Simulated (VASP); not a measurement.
# NiO2 (P-3m1) in VASP: a series of runs

NiO2 is run at these levels: PBEsol; tasks: single point.

Program: VASP 6.6.1. These are calculated values, not measurements. Logs are shortened: lines on timing, memory, paths and dates and some standing lists are left out, and cuts for length are marked.

**1. The cell of the first run**

It takes space group P-3m1 (No. 164, trigonal). The conventional cell has a = 2.842 Å, b = 2.842 Å, c = 4.772 Å, α = 90.00°, β = 90.00°, γ = 120.00°. Within 2.4 Å of Ni (site symmetry -3m) lie 6 O at 1.84 Å. Within 2.4 Å of O (site symmetry 3m) lie 3 Ni at 1.84 Å and 3 O at 2.34 Å.

**2. Single point, PBEsol**

INCAR

```
PREC = Accurate ; ENCUT = 700
EDIFF = 1E-6 ; ISMEAR = 0
SIGMA = 0.05 ; LREAL = False
LASPH = True ; NELM = 120
ALGO = Normal ; ISIF = 2
LWAVE = False ; LCHARG = False
GGA = PS ; NBANDS = 22
GGA_COMPAT = False
```

KPOINTS

```
Automatic mesh
0
Gamma
  12 12 6
```

POSCAR

```
NiO2
1.0
    2.8419904474      0.0000000000      0.0000000000
   -1.4209952237      2.4612359247      0.0000000000
    0.0000000000      0.0000000000      4.7717019612
Ni O
1 2
Direct
    0.0000000000      0.0000000000      0.5000000000
    0.6666666667      0.3333333333      0.6750910825
    0.3333333333      0.6666666667      0.3249089175
```

Potentials or basis: VASP PAW PBE potentials, release 64 (Ni_sv_GW, O).

Started as:

```console
$ cat potpaw_PBE.64/Ni_sv_GW/POTCAR potpaw_PBE.64/O/POTCAR > POTCAR
$ mpirun -np 1 vasp_std > vasp.out
```

OUTCAR:

```text
PREC = Accurate
   ENCUT = 700
   EDIFF = 1E-6
   ISMEAR = 0
   LREAL = False
   LASPH = True
   NELM = 120
   ISIF = 2
   GGA = PS

 ion  position               nearest neighbor table
   1  0.000  0.000  0.500-   2 1.84   3 1.84   3 1.84   2 1.84   2 1.84   3 1.84
   2  0.667  0.333  0.675-   1 1.84   1 1.84   1 1.84
   3  0.333  0.667  0.325-   1 1.84   1 1.84   1 1.84

  LATTYP: Found a hexagonal cell.
 ALAT       =     2.8419904474
 C/A-ratio  =     1.6790000000

  Lattice vectors:

 A1 = (   2.8419904474,   0.0000000000,   0.0000000000)
 A2 = (  -1.4209952237,   2.4612359247,   0.0000000000)
 A3 = (   0.0000000000,   0.0000000000,   4.7717019612)

Analysis of symmetry for initial positions (statically):
=====================================================================
 Subroutine PRICEL returns:
 Original cell was already a primitive cell.

 Routine SETGRP: Setting up the symmetry group for a
 hexagonal supercell.

 Subroutine GETGRP returns: Found 12 space group operations
 (whereof 12 operations were pure point group operations)
 out of a pool of 24 trial point group operations.

The static configuration has the point symmetry D_3d.

Analysis of symmetry for dynamics (positions and initial velocities):
=====================================================================
 Subroutine PRICEL returns:
 Original cell was already a primitive cell.

 Routine SETGRP: Setting up the symmetry group for a
 hexagonal supercell.

 Subroutine GETGRP returns: Found 12 space group operations
 (whereof 12 operations were pure point group operations)
 out of a pool of 24 trial point group operations.

The dynamic configuration has the point symmetry D_3d.

 Subroutine INISYM returns: Found 12 space group operations
 (whereof 12 operations are pure point group operations),
 and found     1 'primitive' translations

----------------------------------------------------------------------------------------

                                     Primitive cell

  volume of cell :      33.3771

  direct lattice vectors                    reciprocal lattice vectors
     2.841990447  0.000000000  0.000000000     0.351866067  0.203149968  0.000000000
    -1.420995224  2.461235925  0.000000000     0.000000000  0.406299937  0.000000000
     0.000000000  0.000000000  4.771701961     0.000000000  0.000000000  0.209568831

  length of vectors
     2.841990447  2.841990447  4.771701961     0.406299937  0.406299937  0.209568831

  position of ions in fractional coordinates (direct lattice)
     0.000000000  0.000000000  0.500000000
     0.666666667  0.333333333  0.675091083
     0.333333333  0.666666667  0.324908917

  ion indices of the primitive-cell ions
   primitive index   ion index
                 1           1
                 2           2
                 3           3

----------------------------------------------------------------------------------------

 KPOINTS: Automatic mesh

Automatic generation of k-mesh.
 Grid dimensions read from file:
 generate k-points for:   12   12    6

 Generating k-lattice:

  Cartesian coordinates                     Fractional coordinates (reciprocal lattice)
     0.029322172  0.016929164  0.000000000     0.083333333  0.000000000  0.000000000
     0.000000000  0.033858328  0.000000000     0.000000000  0.083333333  0.000000000
     0.000000000  0.000000000  0.034928138     0.000000000  0.000000000  0.166666667

  Length of vectors
     0.033858328  0.033858328  0.034928138

  Shift w.r.t. Gamma in fractional coordinates (k-lattice)
     0.000000000  0.000000000  0.000000000

 Subroutine IBZKPT returns following result:
 ===========================================

 Found    100 irreducible k-points:

 Following reciprocal coordinates:
            Coordinates               Weight
  0.000000  0.000000  0.000000      1.000000
  0.083333  0.000000  0.000000      6.000000
  0.166667  0.000000  0.000000      6.000000
  0.250000  0.000000  0.000000      6.000000
  0.333333  0.000000  0.000000      6.000000
  0.416667  0.000000  0.000000      6.000000
[... 16 lines left out ...]
  0.166667  0.000000  0.166667      6.000000
  0.000000  0.166667  0.166667      6.000000
 [... further k-points ...]
   k-points           NKPTS =    100   k-points in BZ     NKDIM =    100   number of bands    NBANDS=     22
   number of dos      NEDOS =    301   number of ions     NIONS =      3
   total plane-waves  NPLWV =  32928
   dimension x,y,z NGX =    28 NGY =   28 NGZ =   42
   dimension x,y,z NGXF=    56 NGYF=   56 NGZF=   84
   ions per type =               1   2
   NGX,Y,Z   is equivalent  to a cutoff of  16.38, 16.38, 14.63 a.u.
   NGXF,Y,Z  is equivalent  to a cutoff of  32.76, 32.76, 29.27 a.u.
 SYSTEM =  unknown system
   PREC   = accura    normal or accurate (medium, high low for compatibility)
   ISTART =      0    job   : 0-new  1-cont  2-samecut
   ICHARG =      2    charge: 1-file 2-atom 10-const
   ISPIN  =      1    spin polarized calculation?
   LNONCOLLINEAR =      F non collinear calculations
   LSORBIT =      F    spin-orbit coupling
   LASPH  =      T    aspherical Exc in radial PAW
   ENCUT  =  700.0 eV  51.45 Ry    7.17 a.u.   6.13  6.13 10.29*2*pi/ulx,y,z
   NELM   =    120;   NELMIN=  2; NELMDL= -5     # of ELM steps
   EDIFF  = 0.1E-05   stopping-criterion for ELM
   LREAL  =      F    real-space projection
   EDIFFG = 0.1E-04   stopping-criterion for IOM
   NSW    =      0    number of steps for IOM
   IBRION =     -1    ionic relax: 0-MD 1-quasi-New 2-CG
   NFREE  =      0    steps in history (QN), initial steepest desc. (CG)
   ISIF   =      2    stress and relaxation
   ISYM   =      2    0-nonsym 1-usesym 2-fastsym
   POTIM  = 0.5000    time-step for ionic-motion
   TEBEG  =    0.0;   TEEND  =   0.0 temperature during run
   PSTRESS=    0.0 pullay stress
   NELECT =      30.0000    total number of electrons
   NUPDOWN=      -1.0000    fix difference up-down
   EMIN   =  10.00;   EMAX   =-10.00  energy-range for DOS
   EFERMI =   0.00;   METHOD = LEGACY
   ISMEAR =     0;   SIGMA  =   0.05  broadening in eV -4-tet -1-fermi 0-gaus
   EFERMI_NEDOS =   21; number of points for ismear=-14 and -15
   IALGO  =     38    algorithm
   IMIX   =      4    mixing-type and parameters
     AMIX     =   0.40;   BMIX     =  1.00
     AMIX_MAG =   1.60;   BMIX_MAG =  1.00
  volume/ion in A,a.u.               =      11.13        75.08
  Fermi-wavevector in a.u.,A,eV,Ry     =   1.579909  2.985596 33.961690  2.496114
  Thomas-Fermi vector in A             =   2.680217
   LORBIT       =      0    0 simple, 1 ext, 2 COOP (PROOUT), +10 PAW based schemes
   GGA     = PS    functional components
   LHFCALC =     F    Hartree Fock is set to
   AEXX    =    0.0000 exact exchange contribution
   IVDW    =     0    specifies the selected vdW correction
   LEPSILON=     F    determine dielectric tensor
   LRPA    =     F    only Hartree local field effects (RPA)
 non-spin polarized calculation
 Gauss-broadening in eV      SIGMA  =   0.05
  energy-cutoff  :      700.00
  volume of cell :       33.38
 maximum number of plane-waves:      1422
 NGX is ok and might be reduce to    28
   NGX = 13   NGY = 13   NGZ = 21

 number of electron      30.0000002 magnetization

 Free energy of the ion-electron system (eV)
  ---------------------------------------------------
  ext. energy  EPLUGINS =         0.00000000
  ---------------------------------------------------
  free energy    TOTEN  =       -19.65972510 eV

  energy without entropy =      -19.65972510  energy(sigma->0) =      -19.65972510

 E-fermi :   2.2871     XC(G=0): -10.6294

 val. band max:        1.7588498195   @ k =   0.0833   0.0000   0.5000
 cond. band min:       2.6617382794   @ k =   0.3333   0.0000   0.3333
 fundamental gap:      0.9028884599
 Fermi energy:         2.2870770002

 k-point     1 :       0.0000    0.0000    0.0000
  band No.  band energies     occupation
      1    -102.3544      2.00000
      2     -63.0112      2.00000
      3     -63.0112      2.00000
      4     -62.5146      2.00000
      5     -18.4635      2.00000
      6     -15.3129      2.00000
[... 14 lines left out ...]
     21      20.6053      0.00000
     22      20.6053      0.00000

 k-point     2 :       0.0833    0.0000    0.0000
  band No.  band energies     occupation
      1    -102.3542      2.00000
      2     -63.0143      2.00000
      3     -63.0120      2.00000
      4     -62.5142      2.00000
      5     -18.3685      2.00000
      6     -15.3411      2.00000
[... 14 lines left out ...]
     21      19.9715      0.00000
     22      20.8693      0.00000

 k-point     3 :       0.1667    0.0000    0.0000
  band No.  band energies     occupation
      1    -102.3536      2.00000
      2     -63.0229      2.00000
      3     -63.0140      2.00000
      4     -62.5131      2.00000
      5     -18.0962      2.00000
      6     -15.4236      2.00000
[... 14 lines left out ...]
     21      18.7845      0.00000
     22      21.3670      0.00000

 k-point     4 :       0.2500    0.0000    0.0000
  band No.  band energies     occupation
      1    -102.3527      2.00000
      2     -63.0346      2.00000
      3     -63.0168      2.00000
      4     -62.5116      2.00000
      5     -17.6854      2.00000
      6     -15.5547      2.00000
[... 14 lines left out ...]
     21      17.7294      0.00000
     22      20.1028      0.00000

 k-point     5 :       0.3333    0.0000    0.0000
  band No.  band energies     occupation
      1    -102.3517      2.00000
      2     -63.0462      2.00000
      3     -63.0197      2.00000
      4     -62.5099      2.00000
      5     -17.2009      2.00000
      6     -15.7306      2.00000
[... 417 lines left out ...]
 k-point    22 :       0.0000    0.0833    0.1667
  band No.  band energies     occupation
      1    -102.3543      2.00000
      2     -63.0144      2.00000
      3     -63.0120      2.00000
      4     -62.5142      2.00000
      5     -18.3585      2.00000
      6     -15.3619      2.00000
[... 14 lines left out ...]
     21      19.9633      0.00000
     22      20.8758      0.00000

 k-point    23 :       0.1667    0.0000    0.1667
  band No.  band energies     occupation
      1    -102.3535      2.00000
      2     -63.0229      2.00000
      3     -63.0140      2.00000
      4     -62.5131      2.00000
      5     -18.0869      2.00000
      6     -15.4405      2.00000
[... 14 lines left out ...]
     21      18.8145      0.00000
     22      21.4634      0.00000

 k-point    24 :       0.0000    0.1667    0.1667
  band No.  band energies     occupation
      1    -102.3536      2.00000
      2     -63.0229      2.00000
      3     -63.0140      2.00000
      4     -62.5131      2.00000
      5     -18.0864      2.00000
      6     -15.4416      2.00000
[... 14 lines left out ...]
     21      18.7530      0.00000
     22      21.3154      0.00000

 [... further k-points ...]

------------------------ aborting loop because EDIFF is reached ----------------------------------------

  FORCE on cell =-STRESS in cart. coord.  units (eV):
  Direction    XX          YY          ZZ          XY          YZ          ZX
  --------------------------------------------------------------------------------------
  -------------------------------------------------------------------------------------
  Total        0.4065630      0.4065630      2.1735162      0.0000000     -0.0000000      0.0000000
  in kB       19.5159326     19.5159326    104.3336254      0.0000000     -0.0000000      0.0000000
  external PRESSURE =      47.7884969 kB  Pullay stress =       0.0000000 kB

 VOLUME and BASIS-vectors are now :
 -----------------------------------------------------------------------------
  energy-cutoff  :      700.00
  volume of cell :       33.38
      direct lattice vectors                 reciprocal lattice vectors
     2.841990447  0.000000000  0.000000000     0.351866067  0.203149968  0.000000000
    -1.420995224  2.461235925  0.000000000     0.000000000  0.406299937  0.000000000
     0.000000000  0.000000000  4.771701961     0.000000000  0.000000000  0.209568831

 POSITION                                       TOTAL-FORCE (eV/Angst)
 -----------------------------------------------------------------------------------
      0.00000      0.00000      2.38585        -0.000000      0.000000      0.000000
      1.42100      0.82041      3.22133        -0.000000      0.000000      1.395177
     -0.00000      1.64082      1.55037         0.000000     -0.000000     -1.395177
 -----------------------------------------------------------------------------------
    total drift:                               -0.000000     -0.000000      0.000000

  FREE ENERGIE OF THE ION-ELECTRON SYSTEM (eV)
  ---------------------------------------------------
  free  energy   TOTEN  =       -19.6597251029 eV

  energy  without entropy=      -19.6597251029  energy(sigma->0) =      -19.65972510
```

Run time: 98 s. Hardware: 1 thread of Intel Xeon Platinum 8488C (Sapphire Rapids), shared host; peak memory 0.27 GiB.

What came out:

```
Free energy            : -19.6597 eV
Pressure               : 4.8 GPa
Largest force          : 1.395 eV/Å
Band gap on the k mesh : 0.90 eV (least direct gap 1.35 eV)
```

Forces in eV/Å, atoms in the order of the input:
```
Ni   0.000  0.000  0.000
O    0.000  0.000  1.395
O    0.000  0.000 -1.395
```

Caveat: the stress differs along the axes, from 2 to 10 GPa; the PAW data sets were made with another functional, which shifts forces and pressure a little; the run has no spin polarisation, though such a crystal can be magnetic. Spin polarisation is off, so any magnetic state and its effect on volume and gap are missing.

**3. Single point, PBEsol**

INCAR

```
SYSTEM = NiO2
PREC = Accurate ; ENCUT = 700
EDIFF = 1E-6 ; ISMEAR = 0
SIGMA = 0.05 ; LREAL = .FALSE.
LASPH = .TRUE. ; NELM = 120
ALGO = Normal ; ISIF = 2
LWAVE = .FALSE. ; LCHARG = .FALSE.
GGA = PS ; NBANDS = 22
GGA_COMPAT = .FALSE.
```

KPOINTS

```
regular mesh
0
G
  12 12 6
  0 0 0
```

POSCAR

```
NiO2
1.0
    2.8221285779      0.0000000000      0.0000000000
   -1.4110642890      2.4440350412      0.0000000000
    0.0000000000      0.0000000000      4.8391038725
Ni O
1 2
Direct
    0.0000000000      0.0000000000      0.5000000000
    0.6666666667      0.3333333333      0.7002287663
    0.3333333333      0.6666666667      0.2997712337
```

Potentials or basis: VASP PAW PBE potentials, release 64 (Ni_sv_GW, O).

Started as:

```console
$ cat potpaw_PBE.64/Ni_sv_GW/POTCAR potpaw_PBE.64/O/POTCAR > POTCAR
$ mpirun -np 1 vasp_std > vasp.out
```

It took 1.8 min on 1 thread of Intel Xeon Platinum 8488C (Sapphire Rapids), shared host; peak memory 0.26 GiB.

Results (log left out):

* Free energy: -19.7287 eV
* Pressure: -9.5 GPa
* Largest force: 0.902 eV/Å
* Band gap on the k mesh: 0.93 eV (least direct gap 1.12 eV)

Forces on the atoms (eV/Å):
```
Ni   0.000  0.000  0.000
O    0.000  0.000 -0.902
O    0.000  0.000  0.902
```

Stress tensor (GPa, compression positive):
```
-9.97  0.00  0.00
 0.00 -9.97  0.00
 0.00  0.00 -8.70
```

Levels at points of the mesh, in eV from the valence-band top:
```
           k point  band 13  band 14  band 15  band 16  band 17  band 18
(0.00, 0.00, 0.00)    -1.01    -0.81    -0.36     2.13     2.13     7.29
(0.50, 0.00, 0.00)    -1.59    -1.56    -0.94     1.54     2.06    12.09
(0.00, 0.00, 0.50)    -1.03    -1.03    -0.12     2.16     2.16     9.19
(0.50, 0.00, 0.50)    -1.58    -1.58    -1.00     1.54     2.01    11.54
```

Caveat: the cell stands under tension; the PAW data sets were made with another functional, which shifts forces and pressure a little; the run has no spin polarisation, though such a crystal can be magnetic.

(Continued in part 2 of 2.)
